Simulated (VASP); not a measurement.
Wanted: the native input for a VASP 6.6.1 run.

```yaml
Task: single point
Functional: r2SCAN
Potentials_or_basis: VASP PAW PBE potentials, release 64 (Ba_sv, F)
Cutoff: 660 eV
k_mesh: 6 × 6 × 6
Occupations: gaussian, width 0.01 eV
Spin: no spin polarisation
Dipole_correction: no
Further_INCAR_settings: ALGO = Normal; EDIFF = 1e-06; NBANDS = 19
```

BaF2 (Frankdicksonite):

```
Ba F
1.0
     0.00000    3.09716    3.09716
     3.09716    0.00000    3.09716
     3.09716    3.09716    0.00000
Ba F
1 2
Direct
  0.00000 0.00000 0.00000
  0.25000 0.25000 0.25000
  0.75000 0.75000 0.75000
```

The input as run:

POSCAR

```
BaF2
1.0
    0.0000000000      3.0971612412      3.0971612412
    3.0971612412      0.0000000000      3.0971612412
    3.0971612412      3.0971612412      0.0000000000
Ba F
1 2
Direct
    0.0000000000      0.0000000000      0.0000000000
    0.2500000000      0.2500000000      0.2500000000
    0.7500000000      0.7500000000      0.7500000000
```

INCAR.step1

```
ALGO = Normal
EDIFF = 1E-5
ENCUT = 660
GGA = PE
GGA_COMPAT = F
ISMEAR = 0
LASPH = T
LCHARG = F
LREAL = F
LWAVE = T
NBANDS = 19
NELM = 120
PREC = Accurate
SIGMA = 0.01
```

INCAR.step2

```
ALGO = Normal
EDIFF = 1E-6
ENCUT = 660
GGA_COMPAT = F
ISIF = 2
ISMEAR = 0
ISTART = 1
LASPH = T
LCHARG = F
LMIXTAU = T
LREAL = F
LWAVE = F
METAGGA = R2SCAN
NBANDS = 19
NELM = 120
PREC = Accurate
SIGMA = 0.01
```

KPOINTS

```
k-points
0
Gamma
  6 6 6
```

Potentials or basis: VASP PAW PBE potentials, release 64 (Ba_sv, F).

Run with:

```bash
$ cat potpaw_PBE.64/Ba_sv/POTCAR potpaw_PBE.64/F/POTCAR > POTCAR
$ cp INCAR.step1 INCAR
$ mpirun -np 1 vasp_std > vasp.out
$ cp INCAR.step2 INCAR
$ mpirun -np 1 vasp_std > vasp.out
```

It gave:

- Pressure: 0.9 GPa
- Band gap on the k mesh: 7.36 eV, indirect (least direct gap 7.43 eV)

Caveat: the PAW data sets were made with another functional, which shifts forces and pressure a little; spin-orbit coupling is left out, which moves the levels of the heavy elements.

Wall time 4.4 min on 1 thread of AMD EPYC 7R13, with other jobs on the host, peak memory 0.23 GiB.
